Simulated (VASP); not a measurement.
# Al in VASP: density of states with PBEsol

Aim: the density of states of Al with PBEsol.

All numbers are computed with VASP 6.6.1; they aren't measurements. Logs are shortened: lines on timing, memory, paths and dates and some standing lists are left out, and cuts for length are marked.

## 1. The cell of the first run

The cell holds a slab with vacuum, 6 atoms: a = 2.845 Å, b = 2.845 Å, c = 27.635 Å, α = 90.00°, β = 90.00°, γ = 120.00°.

## 2. Density of states, PBEsol

The input, POSCAR:

```
Al
1.0
    2.8454993653      0.0000000000      0.0000000000
   -1.4227496826      2.4642747368      0.0000000000
    0.0000000000      0.0000000000     27.6351000000
Al
6
Direct
    0.8333333330      0.1666666670      0.2894867110
    0.1666666670      0.8333333330      0.3736920266
    0.8333333330      0.1666666670      0.4578973422
    0.1666666670      0.8333333330      0.5421026578
    0.8333333330      0.1666666670      0.6263079734
    0.1666666670      0.8333333330      0.7105132890
```

The input, INCAR.step1:

```
ALGO = Normal ; DIPOL = 0.5 0.5 0.500
EDIFF = 1E-7 ; ENCUT = 520
GGA = PS ; IDIPOL = 3
ISIF = 2 ; ISMEAR = -1
LASPH = True ; LCHARG = True
LDIPOL = True ; LREAL = False
LWAVE = False ; NBANDS = 18
NELM = 60 ; PREC = Accurate
SIGMA = 0.1
```

The input, KPOINTS.step1:

```
k-points
0
Gamma
  13 13 1
```

The input, INCAR.step2:

```
ALGO = Normal ; DIPOL = 0.5 0.5 0.500
EDIFF = 1E-7 ; ENCUT = 520
GGA = PS ; ICHARG = 11
IDIPOL = 3 ; ISIF = 2
ISMEAR = -5 ; LASPH = True
LCHARG = False ; LDIPOL = True
LORBIT = 10 ; LREAL = False
LWAVE = False ; NBANDS = 18
NEDOS = 2001 ; NELM = 60
PREC = Accurate ; SIGMA = 0.1
```

The input, KPOINTS.step2:

```
k-points
0
Gamma
  20 20 1
```

Potentials or basis: VASP PAW PBE potentials, release 64 (Al).

Launch:

```console
$ cat potpaw_PBE.64/Al/POTCAR > POTCAR
$ cp INCAR.step1 INCAR
$ cp KPOINTS.step1 KPOINTS
$ mpirun -np 1 vasp_std > vasp.out
$ cp INCAR.step2 INCAR
$ cp KPOINTS.step2 KPOINTS
$ mpirun -np 1 vasp_std > vasp.out
```

OUTCAR:

```text
EDIFF = 1E-7
   ENCUT = 520
   GGA = PS
   ICHARG = 11
   ISIF = 2
   ISMEAR = -5
   LASPH = True
   LORBIT = 10
   LREAL = False
   NELM = 60
   PREC = Accurate

 ion  position               nearest neighbor table
   1  0.833  0.167  0.289-   2 2.85   2 2.85   2 2.85
   2  0.167  0.833  0.374-   1 2.85   3 2.85   1 2.85   3 2.85   1 2.85   3 2.85
   3  0.833  0.167  0.458-   2 2.85   4 2.85   2 2.85   4 2.85   2 2.85   4 2.85
   4  0.167  0.833  0.542-   3 2.85   5 2.85   3 2.85   5 2.85   3 2.85   5 2.85
   5  0.833  0.167  0.626-   6 2.85   4 2.85   6 2.85   4 2.85   6 2.85   4 2.85
   6  0.167  0.833  0.711-   5 2.85   5 2.85   5 2.85

  LATTYP: Found a hexagonal cell.
 ALAT       =     2.8454993653
 C/A-ratio  =     9.7118629992

  Lattice vectors:

 A1 = (   2.8454993653,   0.0000000000,   0.0000000000)
 A2 = (  -1.4227496826,   2.4642747368,   0.0000000000)
 A3 = (   0.0000000000,   0.0000000000,  27.6351000000)

Analysis of symmetry for initial positions (statically):
=====================================================================
 Subroutine PRICEL returns:
 Original cell was already a primitive cell.

 Routine SETGRP: Setting up the symmetry group for a
 hexagonal supercell.

 Subroutine GETGRP returns: Found 12 space group operations
 (whereof  4 operations were pure point group operations)
 out of a pool of 24 trial point group operations.

The static configuration has the point symmetry C_2h.
 The point group associated with its full space group is D_3d.

Analysis of symmetry for dynamics (positions and initial velocities):
=====================================================================
 Subroutine PRICEL returns:
 Original cell was already a primitive cell.

 Routine SETGRP: Setting up the symmetry group for a
 hexagonal supercell.

 Subroutine GETGRP returns: Found 12 space group operations
 (whereof  4 operations were pure point group operations)
 out of a pool of 24 trial point group operations.

The dynamic configuration has the point symmetry C_2h.
 The point group associated with its full space group is D_3d.

 Subroutine INISYM returns: Found 12 space group operations
 (whereof  4 operations are pure point group operations),
 and found     1 'primitive' translations

----------------------------------------------------------------------------------------

                                     Primitive cell

  volume of cell :     193.7799

  direct lattice vectors                    reciprocal lattice vectors
     2.845499365  0.000000000  0.000000000     0.351432164  0.202899455  0.000000000
    -1.422749683  2.464274737  0.000000000     0.000000000  0.405798909  0.000000000
     0.000000000  0.000000000 27.635100000     0.000000000  0.000000000  0.036185865

  length of vectors
     2.845499365  2.845499365 27.635100000     0.405798909  0.405798909  0.036185865

  position of ions in fractional coordinates (direct lattice)
     0.833333333  0.166666667  0.289486711
     0.166666667  0.833333333  0.373692027
     0.833333333  0.166666667  0.457897342
     0.166666667  0.833333333  0.542102658
     0.833333333  0.166666667  0.626307973
     0.166666667  0.833333333  0.710513289

  ion indices of the primitive-cell ions
   primitive index   ion index
                 1           1
                 2           2
                 3           3
                 4           4
                 5           5
                 6           6

----------------------------------------------------------------------------------------

 KPOINTS: k-points

Automatic generation of k-mesh.
 Grid dimensions read from file:
 generate k-points for:   20   20    1

 Generating k-lattice:

  Cartesian coordinates                     Fractional coordinates (reciprocal lattice)
     0.017571608  0.010144973  0.000000000     0.050000000 -0.000000000  0.000000000
     0.000000000  0.020289945  0.000000000     0.000000000  0.050000000  0.000000000
     0.000000000  0.000000000  0.036185865     0.000000000  0.000000000  1.000000000

  Length of vectors
     0.020289945  0.020289945  0.036185865

  Shift w.r.t. Gamma in fractional coordinates (k-lattice)
     0.000000000  0.000000000  0.000000000

 TETIRR: Found    210 inequivalent tetrahedra from     2400

 Subroutine IBZKPT returns following result:
 ===========================================

 Found     44 irreducible k-points:

 Following reciprocal coordinates:
            Coordinates               Weight
  0.000000  0.000000  0.000000      1.000000
  0.050000 -0.000000  0.000000      6.000000
  0.100000  0.000000  0.000000      6.000000
  0.150000  0.000000  0.000000      6.000000
  0.200000  0.000000  0.000000      6.000000
  0.250000  0.000000  0.000000      6.000000
[... 16 lines left out ...]
  0.200000  0.100000  0.000000     12.000000
  0.250000  0.100000  0.000000     12.000000
 [... further k-points ...]
   k-points           NKPTS =     44   k-points in BZ     NKDIM =     44   number of bands    NBANDS=     18
   number of dos      NEDOS =   2001   number of ions     NIONS =      6
   total plane-waves  NPLWV = 120960
   dimension x,y,z NGX =    24 NGY =   24 NGZ =  210
   dimension x,y,z NGXF=    48 NGYF=   48 NGZF=  420
   ions per type =               6
   NGX,Y,Z   is equivalent  to a cutoff of  14.02, 14.02, 12.63 a.u.
   NGXF,Y,Z  is equivalent  to a cutoff of  28.04, 28.04, 25.27 a.u.
 SYSTEM =  unknown system
   PREC   = accura    normal or accurate (medium, high low for compatibility)
   ISTART =      0    job   : 0-new  1-cont  2-samecut
   ICHARG =     11    charge: 1-file 2-atom 10-const
   ISPIN  =      1    spin polarized calculation?
   LNONCOLLINEAR =      F non collinear calculations
   LSORBIT =      F    spin-orbit coupling
   LASPH  =      T    aspherical Exc in radial PAW
   ENCUT  =  520.0 eV  38.22 Ry    6.18 a.u.   5.29  5.29 51.38*2*pi/ulx,y,z
   NELM   =     60;   NELMIN=  2; NELMDL=  0     # of ELM steps
   EDIFF  = 0.1E-06   stopping-criterion for ELM
   LREAL  =      F    real-space projection
   EDIFFG = 0.1E-05   stopping-criterion for IOM
   NSW    =      0    number of steps for IOM
   IBRION =     -1    ionic relax: 0-MD 1-quasi-New 2-CG
   NFREE  =      0    steps in history (QN), initial steepest desc. (CG)
   ISIF   =      2    stress and relaxation
   ISYM   =      2    0-nonsym 1-usesym 2-fastsym
   POTIM  = 0.5000    time-step for ionic-motion
   TEBEG  =    0.0;   TEEND  =   0.0 temperature during run
   PSTRESS=    0.0 pullay stress
   NELECT =      18.0000    total number of electrons
   NUPDOWN=      -1.0000    fix difference up-down
   EMIN   =  10.00;   EMAX   =-10.00  energy-range for DOS
   EFERMI =   0.00;   METHOD = LEGACY
   ISMEAR =    -5;   SIGMA  =   0.10  broadening in eV -4-tet -1-fermi 0-gaus
   EFERMI_NEDOS =   21; number of points for ismear=-14 and -15
   IALGO  =     38    algorithm
   IMIX   =      4    mixing-type and parameters
     AMIX     =   0.40;   BMIX     =  1.00
     AMIX_MAG =   1.60;   BMIX_MAG =  1.00
  volume/ion in A,a.u.               =      32.30       217.95
  Fermi-wavevector in a.u.,A,eV,Ry     =   0.741417  1.401076  7.479119  0.549700
  Thomas-Fermi vector in A             =   1.836053
   LORBIT       =     10    0 simple, 1 ext, 2 COOP (PROOUT), +10 PAW based schemes
   GGA     = PS    functional components
   LHFCALC =     F    Hartree Fock is set to
   AEXX    =    0.0000 exact exchange contribution
   IVDW    =     0    specifies the selected vdW correction
   LEPSILON=     F    determine dielectric tensor
   LRPA    =     F    only Hartree local field effects (RPA)
 non-spin polarized calculation
 Fermi weights with tetrahedron method with Bloechl corrections
  energy-cutoff  :      520.00
  volume of cell :      193.78
 maximum number of plane-waves:      5253
 NGX is ok and might be reduce to    24

 number of electron      18.0000000 magnetization

 dipolmoment           0.000000      0.000000     -0.000000 electrons x Angstroem

 Free energy of the ion-electron system (eV)
  ---------------------------------------------------
  ext. energy  EPLUGINS =         0.00000000
  ---------------------------------------------------
  free energy    TOTEN  =       -23.56724211 eV

  energy without entropy =      -23.56724211  energy(sigma->0) =      -23.56724211

 E-fermi :   2.1104     XC(G=0):  -5.8600

 val. band max:        2.1685665869   @ k =   0.3000   0.0000   0.0000
 cond. band min:       2.0908208861   @ k =   0.4000   0.1000   0.0000
 fundamental gap:     -0.0777457008
 Fermi energy:         2.1103788512

 k-point     1 :       0.0000    0.0000    0.0000
  band No.  band energies     occupation
      1      -8.9464      2.00000
      2      -8.4535      2.00000
      3      -7.6337      2.00000
      4      -6.5167      2.00000
      5      -5.1041      2.00000
      6      -3.4141      2.00000
[... 10 lines left out ...]
     17      10.7289      0.00000
     18      12.9026      0.00000

 k-point     2 :       0.0500   -0.0000    0.0000
  band No.  band energies     occupation
      1      -8.8856      2.00000
      2      -8.3929      2.00000
      3      -7.5733      2.00000
      4      -6.4567      2.00000
      5      -5.0445      2.00000
      6      -3.3545      2.00000
[... 10 lines left out ...]
     17      10.7600      0.00000
     18      11.5706      0.00000
[... 442 lines left out ...]
 k-point    24 :       0.2500    0.1000    0.0000
  band No.  band energies     occupation
      1      -6.5940      2.00000
      2      -6.1081      2.00000
      3      -5.2996      2.00000
      4      -4.1983      2.00000
      5      -2.8058      2.00000
      6      -1.1406      2.00000
[... 10 lines left out ...]
     17       7.0418      0.00000
     18       7.4365      0.00000

 [... further k-points ...]

------------------------ aborting loop because EDIFF is reached ----------------------------------------

 vacuum level on the upper side and lower side of the slab       (xc-potential included)        -0.055        -0.055

  FORCE on cell =-STRESS in cart. coord.  units (eV):
  Direction    XX          YY          ZZ          XY          YZ          ZX
  --------------------------------------------------------------------------------------
  -------------------------------------------------------------------------------------
  Total       -1.5878758     -1.5878758      0.4758402     -0.0000000      0.0000000      0.0000000
  in kB      -13.1286009    -13.1286009      3.9342598     -0.0000000      0.0000000      0.0000000
  external PRESSURE =      -7.4409807 kB  Pullay stress =       0.0000000 kB

 VOLUME and BASIS-vectors are now :
 -----------------------------------------------------------------------------
  energy-cutoff  :      520.00
  volume of cell :      193.78
      direct lattice vectors                 reciprocal lattice vectors
     2.845499365  0.000000000  0.000000000     0.351432164  0.202899455  0.000000000
    -1.422749683  2.464274737  0.000000000     0.000000000  0.405798909  0.000000000
     0.000000000  0.000000000 27.635100000     0.000000000  0.000000000  0.036185865

 POSITION                                       TOTAL-FORCE (eV/Angst)
 -----------------------------------------------------------------------------------
      2.13412      0.41071      7.99999        -0.000000      0.000000     -0.046607
     -0.71137      2.05356     10.32702        -0.000000      0.000000      0.059559
      2.13412      0.41071     12.65404        -0.000000     -0.000000     -0.081390
     -0.71137      2.05356     14.98106         0.000000      0.000000      0.081390
      2.13412      0.41071     17.30808         0.000000     -0.000000     -0.059559
     -0.71137      2.05356     19.63511         0.000000      0.000000      0.046607
 -----------------------------------------------------------------------------------
    total drift:                                0.000000      0.000000      0.000000

  FREE ENERGIE OF THE ION-ELECTRON SYSTEM (eV)
  ---------------------------------------------------
  free  energy   TOTEN  =       -23.5672421090 eV

  energy  without entropy=      -23.5672421090  energy(sigma->0) =      -23.56724211

 vacuum level on the upper side and lower side of the slab         6.145         6.145

 total charge

# of ion       s       p       d       tot
------------------------------------------
    1        0.452   0.308   0.000   0.760
    2        0.436   0.341   0.000   0.777
    3        0.438   0.335   0.000   0.773
    4        0.438   0.335   0.000   0.773
    5        0.436   0.341   0.000   0.777
    6        0.452   0.308   0.000   0.760
--------------------------------------------------
tot          2.653   1.968   0.000   4.620
```

It took 4.6 min on 1 thread of Intel Xeon Platinum 8375C at 2.90GHz (Ice Lake), shared host; peak memory 0.35 GiB.

What came out:

```
Valence electrons inside the program's atomic spheres : Al 0.76, 0.78, 0.77
```

Levels at points of the mesh, in eV from the Fermi level:
```
           k point  band 5  band 6  band 7  band 8  band 9  band 10  band 11  band 12
(0.00, 0.00, 0.00)   -7.21   -5.52   -3.80   -1.71    0.40     2.33     3.55     4.39
(0.50, 0.00, 0.00)   -3.94   -3.84   -2.67   -2.61   -1.33    -1.32     0.20     0.50
```

Caveat: the PAW data sets were made with another functional, which shifts forces and pressure a little; tetrahedron occupations give inexact forces and stress in metals.
